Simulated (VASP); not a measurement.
The system is Al2RuCN2.

```
Al Ru C N
1.0
    -1.87856    1.87856    4.88153
     1.87856   -1.87856    4.88153
     1.87856    1.87856   -4.88153
Al Ru C N
2 1 1 2
Direct
  0.75000 0.25000 0.50000
  0.25000 0.75000 0.50000
  0.50000 0.50000 0.00000
  0.00000 0.00000 0.00000
  0.34813 0.34813 0.00000
  0.65187 0.65187 0.00000
```

The cell was generated, and may not be a known phase.

* Program: VASP 6.6.1
* Task: relaxation of cell and atoms
* Functional: PBE
* Potentials or basis: VASP PAW PBE potentials, release 64 (Al, Ru_pv, C, N)
* Cutoff: 600 eV
* k mesh: 6 × 6 × 6
* Occupations: gaussian, width 0.1 eV
* Spin: collinear spin, ferromagnetic start
* Starting moments: [0.0, 0.0, 1.0, 0.0, 0.0, 0.0] μB

At the start: pressure 64.0 GPa; volume 11.48 Å³/atom.

Q: Where does the relaxation end?

A: Over 19 steps the energy falls by 2178.1 meV/atom and the volume is 11.23 Å³/atom (-2.3 %); space group I4/mmm (No. 139, to 0.1 Å) before and after; moment 0.00 μB per cell.

Step by step:
| step | energy change (eV) | largest force (eV/Å) | pressure (GPa) | volume (Å³) |
| --- | --- | --- | --- | --- |
| 1 | 0.0000 | 30.0892 | 64.01 | 68.91 |
| 2 | -7.6404 | 2.5464 | -27.63 | 113.13 |
| 3 | -8.7405 | 1.1703 | -23.86 | 108.49 |
| 4 | -9.0732 | 0.4850 | -21.50 | 106.02 |
| 5 | -9.3409 | 0.3875 | -17.14 | 101.53 |
| 6 | -10.4813 | 1.3784 | -13.25 | 85.42 |
| 7 | -12.0604 | 1.2037 | -17.71 | 77.22 |
| 8 | -12.4006 | 0.6588 | -15.53 | 73.07 |
| 9 | -12.4105 | 0.0888 | -16.56 | 73.91 |
| 10 | -12.4134 | 0.2679 | -16.24 | 73.63 |
| 11 | -12.7277 | 1.7249 | 12.77 | 63.63 |
| 12 | -12.9161 | 0.8573 | -0.48 | 67.10 |
| 13 | -12.9614 | 0.5046 | 0.51 | 66.66 |
| 14 | -12.9846 | 0.0604 | 1.99 | 66.08 |
| 15 | -13.0156 | 0.0796 | 1.41 | 66.41 |
| 16 | -13.0631 | 0.2507 | -0.11 | 67.36 |
| 17 | -13.0639 | 0.2969 | -0.42 | 67.53 |
| 18 | -13.0678 | 0.0700 | 0.84 | 67.29 |
| 19 | -13.0685 | 0.0303 | 0.48 | 67.35 |

Final structure:
```
Al Ru C N
1.0
    -1.74708    1.74708    5.51662
     1.74708   -1.74708    5.51662
     1.74708    1.74708   -5.51662
Al Ru C N
2 1 1 2
Direct
  0.75000 0.25000 0.50000
  0.25000 0.75000 0.50000
  0.50000 0.50000 0.00000
  0.00000 0.00000 0.00000
  0.30435 0.30435 0.00000
  0.69565 0.69565 0.00000
```
